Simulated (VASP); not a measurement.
# La (P6_3/mmc) in VASP: notebook

The runs below take La through single point, relaxation of cell and atoms, with PBE.

All numbers are computed with VASP 6.6.1; they aren't measurements. Logs are shortened: lines on timing, memory, paths and dates and some standing lists are left out, and cuts for length are marked.

## 1. The cell of the first run

It takes space group P6_3/mmc (No. 194, hexagonal). The conventional cell has a = 3.571 Å, b = 3.571 Å, c = 5.868 Å, α = 90.00°, β = 90.00°, γ = 120.00°. Within 4.7 Å of La (site symmetry -6m2) lie 12 La at 3.57 to 3.59 Å.

## 2. Single point, PBE

The input, INCAR:

```
SYSTEM = La
PREC = Accurate
ENCUT = 520
EDIFF = 1E-6
ISMEAR = -1
SIGMA = 0.05
LREAL = .False.
LASPH = .True.
NELM = 100
ALGO = Normal
ISIF = 2
LWAVE = .False.
LCHARG = .False.
GGA = PE
NBANDS = 18
```

The input, KPOINTS:

```
Automatic mesh
0
Gamma
  12 12 7
  0 0 0
```

The input, POSCAR:

```
La
1.0
    3.5714065648      0.0000000000      0.0000000000
   -1.7857032824      3.0929288124      0.0000000000
    0.0000000000      0.0000000000      5.8684857060
La
2
Direct
    0.3333333333      0.6666666667      0.2500000000
    0.6666666667      0.3333333333      0.7500000000
```

Potentials or basis: VASP PAW PBE potentials, release 64 (La).

Started as:

```console
$ cat potpaw_PBE.64/La/POTCAR > POTCAR
$ mpirun -np 1 vasp_std > vasp.out
```

OUTCAR:

```text
SYSTEM = La
   PREC = Accurate
   ENCUT = 520
   EDIFF = 1E-6
   ISMEAR = -1
   LREAL = .False.
   LASPH = .True.
   NELM = 100
   ISIF = 2
   GGA = PE

 ion  position               nearest neighbor table
   1  0.333  0.667  0.250-   2 3.59   2 3.59   2 3.59   2 3.59   2 3.59   2 3.59
   2  0.667  0.333  0.750-   1 3.59   1 3.59   1 3.59   1 3.59   1 3.59   1 3.59

  LATTYP: Found a hexagonal cell.
 ALAT       =     3.5714065648
 C/A-ratio  =     1.6431861228

  Lattice vectors:

 A1 = (   3.5714065648,   0.0000000000,   0.0000000000)
 A2 = (  -1.7857032824,   3.0929288124,   0.0000000000)
 A3 = (   0.0000000000,   0.0000000000,   5.8684857060)

Analysis of symmetry for initial positions (statically):
=====================================================================
 Subroutine PRICEL returns:
 Original cell was already a primitive cell.

 Routine SETGRP: Setting up the symmetry group for a
 hexagonal supercell.

 Subroutine GETGRP returns: Found 24 space group operations
 (whereof 12 operations were pure point group operations)
 out of a pool of 24 trial point group operations.

The static configuration has the point symmetry D_3d.
 The point group associated with its full space group is D_6h.

Analysis of symmetry for dynamics (positions and initial velocities):
=====================================================================
 Subroutine PRICEL returns:
 Original cell was already a primitive cell.

 Routine SETGRP: Setting up the symmetry group for a
 hexagonal supercell.

 Subroutine GETGRP returns: Found 24 space group operations
 (whereof 12 operations were pure point group operations)
 out of a pool of 24 trial point group operations.

The dynamic configuration has the point symmetry D_3d.
 The point group associated with its full space group is D_6h.

 Subroutine INISYM returns: Found 24 space group operations
 (whereof 12 operations are pure point group operations),
 and found     1 'primitive' translations

----------------------------------------------------------------------------------------

                                     Primitive cell

  volume of cell :      64.8239

  direct lattice vectors                    reciprocal lattice vectors
     3.571406565  0.000000000  0.000000000     0.280001725  0.161659071  0.000000000
    -1.785703282  3.092928812  0.000000000     0.000000000  0.323318143  0.000000000
     0.000000000  0.000000000  5.868485706     0.000000000  0.000000000  0.170401710

  length of vectors
     3.571406565  3.571406565  5.868485706     0.323318143  0.323318143  0.170401710

  position of ions in fractional coordinates (direct lattice)
     0.333333333  0.666666667  0.250000000
     0.666666667  0.333333333  0.750000000

  ion indices of the primitive-cell ions
   primitive index   ion index
                 1           1
                 2           2

----------------------------------------------------------------------------------------

 KPOINTS: Automatic mesh

Automatic generation of k-mesh.
 Grid dimensions read from file:
 generate k-points for:   12   12    7

 Generating k-lattice:

  Cartesian coordinates                     Fractional coordinates (reciprocal lattice)
     0.023333477  0.013471589  0.000000000     0.083333333  0.000000000  0.000000000
     0.000000000  0.026943179  0.000000000     0.000000000  0.083333333  0.000000000
     0.000000000  0.000000000  0.024343101     0.000000000  0.000000000  0.142857143

  Length of vectors
     0.026943179  0.026943179  0.024343101

  Shift w.r.t. Gamma in fractional coordinates (k-lattice)
     0.000000000  0.000000000  0.000000000

 Subroutine IBZKPT returns following result:
 ===========================================

 Found     76 irreducible k-points:

 Following reciprocal coordinates:
            Coordinates               Weight
  0.000000  0.000000  0.000000      1.000000
  0.083333  0.000000  0.000000      6.000000
  0.166667  0.000000  0.000000      6.000000
  0.250000  0.000000  0.000000      6.000000
  0.333333  0.000000  0.000000      6.000000
  0.416667  0.000000  0.000000      6.000000
[... 16 lines left out ...]
  0.250000  0.000000  0.142857     12.000000
  0.333333  0.000000  0.142857     12.000000
 [... further k-points ...]
   k-points           NKPTS =     76   k-points in BZ     NKDIM =     76   number of bands    NBANDS=     18
   number of dos      NEDOS =    301   number of ions     NIONS =      2
   total plane-waves  NPLWV =  37632
   dimension x,y,z NGX =    28 NGY =   28 NGZ =   48
   dimension x,y,z NGXF=    56 NGYF=   56 NGZF=   96
   ions per type =               2
   NGX,Y,Z   is equivalent  to a cutoff of  13.03, 13.03, 13.60 a.u.
   NGXF,Y,Z  is equivalent  to a cutoff of  26.07, 26.07, 27.20 a.u.
 SYSTEM =  La
   PREC   = accura    normal or accurate (medium, high low for compatibility)
   ISTART =      0    job   : 0-new  1-cont  2-samecut
   ICHARG =      2    charge: 1-file 2-atom 10-const
   ISPIN  =      1    spin polarized calculation?
   LNONCOLLINEAR =      F non collinear calculations
   LSORBIT =      F    spin-orbit coupling
   LASPH  =      T    aspherical Exc in radial PAW
   ENCUT  =  520.0 eV  38.22 Ry    6.18 a.u.   6.64  6.64 10.91*2*pi/ulx,y,z
   NELM   =    100;   NELMIN=  2; NELMDL= -5     # of ELM steps
   EDIFF  = 0.1E-05   stopping-criterion for ELM
   LREAL  =      F    real-space projection
   EDIFFG = 0.1E-04   stopping-criterion for IOM
   NSW    =      0    number of steps for IOM
   IBRION =     -1    ionic relax: 0-MD 1-quasi-New 2-CG
   NFREE  =      0    steps in history (QN), initial steepest desc. (CG)
   ISIF   =      2    stress and relaxation
   ISYM   =      2    0-nonsym 1-usesym 2-fastsym
   POTIM  = 0.5000    time-step for ionic-motion
   TEBEG  =    0.0;   TEEND  =   0.0 temperature during run
   PSTRESS=    0.0 pullay stress
   NELECT =      22.0000    total number of electrons
   NUPDOWN=      -1.0000    fix difference up-down
   EMIN   =  10.00;   EMAX   =-10.00  energy-range for DOS
   EFERMI =   0.00;   METHOD = LEGACY
   ISMEAR =    -1;   SIGMA  =   0.05  broadening in eV -4-tet -1-fermi 0-gaus
   EFERMI_NEDOS =   21; number of points for ismear=-14 and -15
   IALGO  =     38    algorithm
   IMIX   =      4    mixing-type and parameters
     AMIX     =   0.40;   BMIX     =  1.00
     AMIX_MAG =   1.60;   BMIX_MAG =  1.00
  volume/ion in A,a.u.               =      32.41       218.73
  Fermi-wavevector in a.u.,A,eV,Ry     =   1.141924  2.157924 17.741875  1.303991
  Thomas-Fermi vector in A             =   2.278623
   LORBIT       =      0    0 simple, 1 ext, 2 COOP (PROOUT), +10 PAW based schemes
   GGA     = PE    functional components
   LHFCALC =     F    Hartree Fock is set to
   AEXX    =    0.0000 exact exchange contribution
   IVDW    =     0    specifies the selected vdW correction
   LEPSILON=     F    determine dielectric tensor
   LRPA    =     F    only Hartree local field effects (RPA)
 non-spin polarized calculation
  energy-cutoff  :      520.00
  volume of cell :       64.82
 maximum number of plane-waves:      1774
 NGX is ok and might be reduce to    28
   NGX = 13   NGY = 13   NGZ = 21

 number of electron      22.0000000 magnetization

 Free energy of the ion-electron system (eV)
  ---------------------------------------------------
  ext. energy  EPLUGINS =         0.00000000
  ---------------------------------------------------
  free energy    TOTEN  =        -9.59051863 eV

  energy without entropy =       -9.56339776  energy(sigma->0) =       -9.57695819

 E-fermi :   9.2293     XC(G=0): -10.1282

 val. band max:        9.2193254115   @ k =   0.1667   0.0833   0.0000
 cond. band min:       9.2378563624   @ k =   0.0833   0.0833   0.4286
 fundamental gap:      0.0185309509
 Fermi energy:         9.2292862882

 k-point     1 :       0.0000    0.0000    0.0000
  band No.  band energies     occupation
      1     -23.4783      2.00000
      2     -23.1538      2.00000
      3      -8.1520      2.00000
      4      -6.3912      2.00000
      5      -6.3912      2.00000
      6      -6.1507      2.00000
[... 10 lines left out ...]
     17      11.1343      0.00000
     18      11.3068      0.00000

 k-point     2 :       0.0833    0.0000    0.0000
  band No.  band energies     occupation
      1     -23.4592      2.00000
      2     -23.1438      2.00000
      3      -8.1107      2.00000
      4      -6.5121      2.00000
      5      -6.4276      2.00000
      6      -6.2658      2.00000
[... 10 lines left out ...]
     17      11.1760      0.00000
     18      11.2080      0.00000

 k-point     3 :       0.1667    0.0000    0.0000
  band No.  band energies     occupation
      1     -23.4056      2.00000
      2     -23.1169      2.00000
      3      -7.9913      2.00000
      4      -6.8326      2.00000
      5      -6.5813      2.00000
      6      -6.5217      2.00000
[... 10 lines left out ...]
     17      11.0868      0.00000
     18      11.2675      0.00000

 k-point     4 :       0.2500    0.0000    0.0000
  band No.  band energies     occupation
      1     -23.3283      2.00000
      2     -23.0825      2.00000
      3      -7.8082      2.00000
      4      -7.2485      2.00000
      5      -6.9772      2.00000
      6      -6.6410      2.00000
[... 375 lines left out ...]
      4      -6.8110      2.00000
      5      -6.6441      2.00000
      6      -6.5065      2.00000
[... 10 lines left out ...]
     17      11.2263      0.00000
     18      11.2576      0.00000

 k-point    23 :       0.2500    0.0000    0.1429
  band No.  band energies     occupation
      1     -23.3165      2.00000
      2     -23.0951      2.00000
      3      -7.7843      2.00000
      4      -7.2010      2.00000
      5      -7.0248      2.00000
      6      -6.6234      2.00000
[... 10 lines left out ...]
     17      11.2730      0.00000
     18      11.3352      0.00000

 k-point    24 :       0.3333    0.0000    0.1429
  band No.  band energies     occupation
      1     -23.2347      2.00000
      2     -23.0627      2.00000
      3      -7.7697      2.00000
      4      -7.4650      2.00000
      5      -7.3229      2.00000
      6      -6.7334      2.00000
[... 10 lines left out ...]
     17      11.2863      0.00000
     18      11.3940      0.00000

 [... further k-points ...]
[... 5 lines left out ...]
  --------------------------------------------------------------------------------------
  -------------------------------------------------------------------------------------
  Total        1.8027345      1.8027345      1.8113278     -0.0000000      0.0000000      0.0000000
  in kB       44.5560901     44.5560901     44.7684824     -0.0000000      0.0000000      0.0000000
  external PRESSURE =      44.6268876 kB  Pullay stress =       0.0000000 kB

 VOLUME and BASIS-vectors are now :
 -----------------------------------------------------------------------------
  energy-cutoff  :      520.00
  volume of cell :       64.82
      direct lattice vectors                 reciprocal lattice vectors
     3.571406565  0.000000000  0.000000000     0.280001725  0.161659071  0.000000000
    -1.785703282  3.092928812  0.000000000     0.000000000  0.323318143  0.000000000
     0.000000000  0.000000000  5.868485706     0.000000000  0.000000000  0.170401710

 POSITION                                       TOTAL-FORCE (eV/Angst)
 -----------------------------------------------------------------------------------
     -0.00000      2.06195      1.46712        -0.000000     -0.000000      0.000000
      1.78570      1.03098      4.40136         0.000000      0.000000      0.000000
 -----------------------------------------------------------------------------------
    total drift:                               -0.000000      0.000000     -0.000000

  FREE ENERGIE OF THE ION-ELECTRON SYSTEM (eV)
  ---------------------------------------------------
  free  energy   TOTEN  =        -9.5905186270 eV

  energy  without entropy=       -9.5633977617  energy(sigma->0) =       -9.57695819
```

Run time: 1.7 min. Hardware: 1 thread of AMD EPYC 7R43 (Zen 3), shared host; peak memory 0.21 GiB.

What came out:

- Free energy: -9.5905 eV
- Pressure: 4.5 GPa
- Band gap on the k mesh: zero (band 11 reaches 10.31 eV, above the bottom of band 12 at 8.78 eV)

Caveat: spin-orbit coupling is left out, which moves the levels of the heavy elements.

## 3. Relaxation of cell and atoms, PBE, target pressure 4.4 GPa, at which the enthalpy is minimised

The input, INCAR:

```
SYSTEM = La
PREC = Accurate
ENCUT = 600
EDIFF = 1E-6
ISMEAR = -1
SIGMA = 0.05
LREAL = .False.
LASPH = .True.
NELM = 100
ALGO = Normal
ISIF = 3
LWAVE = .False.
LCHARG = .False.
GGA = PE
IBRION = 2
NSW = 32
EDIFFG = -0.005
PSTRESS = 44.0
```

KPOINTS is that of step 2.

The input, POSCAR:

```
La
1.0
    3.5697834557      0.0000000000      0.0000000000
   -1.7848917279      3.0915231586      0.0000000000
    0.0000000000      0.0000000000      5.8643846211
La
2
Direct
    0.3333333333      0.6666666667      0.2500000000
    0.6666666667      0.3333333333      0.7500000000
```

Potentials or basis: VASP PAW PBE potentials, release 64 (La).

Started as:

```console
$ cat potpaw_PBE.64/La/POTCAR > POTCAR
$ mpirun -np 1 vasp_std > vasp.out
```

OUTCAR:

```text
SYSTEM = La
   PREC = Accurate
   ENCUT = 600
   EDIFF = 1E-6
   ISMEAR = -1
   LREAL = .False.
   LASPH = .True.
   NELM = 100
   ISIF = 3
   GGA = PE
   IBRION = 2
   NSW = 32
   EDIFFG = -0.005
   PSTRESS = 44.0

 ion  position               nearest neighbor table
   1  0.333  0.667  0.250-   2 3.58   2 3.58   2 3.58   2 3.58   2 3.58   2 3.58
   2  0.667  0.333  0.750-   1 3.58   1 3.58   1 3.58   1 3.58   1 3.58   1 3.58

  LATTYP: Found a hexagonal cell.
[... 676 lines left out ...]

  FORCE on cell =-STRESS in cart. coord.  units (eV):
  Direction    XX          YY          ZZ          XY          YZ          ZX
  --------------------------------------------------------------------------------------
  -------------------------------------------------------------------------------------
  Total        1.7796400      1.7796400      1.7822489     -0.0000000      0.0000000      0.0000000
  in kB       43.8889926     43.8889926     43.9533317     -0.0000000      0.0000000      0.0000000
  external PRESSURE =      -0.0895610 kB  Pullay stress =      44.0000000 kB

 VOLUME and BASIS-vectors are now :
 -----------------------------------------------------------------------------
  energy-cutoff  :      600.00
  volume of cell :       64.97
      direct lattice vectors                 reciprocal lattice vectors
     3.573847586 -0.000000000 -0.000000000     0.279810478  0.161548655 -0.000000000
    -1.786923793  3.095042799  0.000000000     0.000000000  0.323097309 -0.000000000
     0.000000000  0.000000000  5.873330674     0.000000000  0.000000000  0.170261144

 POSITION                                       TOTAL-FORCE (eV/Angst)
 -----------------------------------------------------------------------------------
     -0.00000      2.06336      1.46833         0.000000     -0.000000      0.000000
      1.78692      1.03168      4.40500        -0.000000      0.000000      0.000000
 -----------------------------------------------------------------------------------
    total drift:                               -0.000000      0.000000     -0.000000

  FREE ENERGIE OF THE ION-ELECTRON SYSTEM (eV)
  ---------------------------------------------------
  free  energy   TOTEN  =        -9.5960170785 eV

  energy  without entropy=       -9.5687891760  energy(sigma->0) =       -9.58240313

  enthalpy is  TOTEN    =        -7.8118758343 eV   P V=        1.7841412441

 reached required accuracy - stopping structural energy minimisation
```

CONTCAR:

```text
La
   1.00000000000000
     3.5738475863504346   -0.0000000000025410   -0.0000000000000000
    -1.7869237932274749    3.0950427989847800    0.0000000000000000
     0.0000000000000000    0.0000000000000000    5.8733306737906839
  La
     2
Direct
     0.3333333332999970    0.6666666667000030    0.2500000000000000
     0.6666666667000030    0.3333333332999970    0.7500000000000000

  0.00000000E+00  0.00000000E+00  0.00000000E+00
  0.00000000E+00  0.00000000E+00  0.00000000E+00
```

Run time: 2.7 min. Hardware: 1 thread of AMD EPYC 7R43 (Zen 3), shared host; peak memory 0.23 GiB.

Results:

```yaml
Free_energy: -9.5960 eV
Relaxed_volume: 32.48 Å³/atom
Relaxed_cell: a = 3.574 Å, b = 3.574 Å, c = 5.873 Å, α = 90.00°, β = 90.00°, γ = 120.00°
Space_group_after_relaxing_to_0.05_Å: P6_3/mmc (No. 194)
Energy_change_on_relaxing_the_enthalpy_is_what_falls: -3.4 meV/atom
Ionic_steps: 2
Pressure_after_relaxing: 4.4 GPa
Band_gap_on_the_k_mesh: zero (band 11 reaches 10.29 eV, above the bottom of band 12 at 8.75 eV)
```

The path:
```
step  energy change (eV)  largest force (eV/Å)  pressure (GPa)  volume (Å³)
   1              0.0000                0.0000            4.53        64.72
   2             -0.0069                0.0000            4.39        64.97
```

Final structure:
```xyz
2
Lattice="3.5738 0.0000 0.0000 -1.7869 3.0950 0.0000 0.0000 0.0000 5.8733" Properties=species:S:1:pos:R:3 pbc="T T T"
La    0.0000    2.0634    1.4683
La    1.7869    1.0317    4.4050
```

Caveat: the cell is relaxed towards a set pressure, so the enthalpy falls and the energy may rise; spin-orbit coupling is left out, which moves the levels of the heavy elements.

[end of part 1 of 2]
